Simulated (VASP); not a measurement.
Input of a VASP 6.6.1 run:

The input POSCAR:

```
Ce
1.0
    0.0000000000      2.3390384114      2.3390384114
    2.3390384114      0.0000000000      2.3390384114
    2.3390384114      2.3390384114      0.0000000000
Ce
1
Direct
    0.0000000000      0.0000000000      0.0000000000
```

File INCAR.step1:

```
ALGO     = Normal         # electronic algorithm
EDIFF    = 1E-4           # SCF threshold, eV
ENCUT    = 520            # plane-wave cutoff, eV
GGA      = PE             # functional
ISMEAR   = -1             # smearing method
LASPH    = T              # aspherical terms in the spheres
LCHARG   = F              # write CHGCAR
LREAL    = F              # projectors in reciprocal space
LWAVE    = T              # write WAVECAR
NBANDS   = 12             # bands
NELM     = 60             # most SCF steps
PREC     = Accurate       # precision mode
SIGMA    = 0.1            # smearing width, eV
```

Contents of INCAR.step2:

```
ALGO     = Normal         # electronic algorithm
EDIFF    = 1E-6           # SCF threshold, eV
ENCUT    = 520            # plane-wave cutoff, eV
ISIF     = 2              # what is computed and relaxed
ISMEAR   = -1             # smearing method
ISTART   = 1            
LASPH    = T              # aspherical terms in the spheres
LCHARG   = T              # write CHGCAR
LELF     = T              # ELF
LMIXTAU  = T            
LREAL    = F              # projectors in reciprocal space
LVHAR    = T            
LWAVE    = F              # write WAVECAR
METAGGA  = R2SCAN         # meta-GGA
NBANDS   = 12             # bands
NELM     = 60             # most SCF steps
PREC     = Accurate       # precision mode
SIGMA    = 0.1            # smearing width, eV
```

Contents of KPOINTS:

```
k-points
0
Gamma
  9 9 9
```

Potentials or basis: VASP PAW PBE potentials, release 64 (Ce).

Run with:

```bash
$ cat potpaw_PBE.64/Ce/POTCAR > POTCAR
$ cp INCAR.step1 INCAR
$ mpirun -np 1 vasp_std > vasp.out
$ cp INCAR.step2 INCAR
$ mpirun -np 1 vasp_std > vasp.out
```

Problem. What does it give for the pressure?

Solution. -0.5 GPa.

Problem. Estimate the band gap on the k mesh.

Solution. Zero (band 6 reaches 10.41 eV, above the bottom of band 7 at 9.99 eV).

Caveat: the PAW data sets were made with another functional, which shifts forces and pressure a little; spin-orbit coupling is left out, which moves the levels of the heavy elements. Spin polarisation is off, so any magnetic state and its effect on volume and gap are missing.
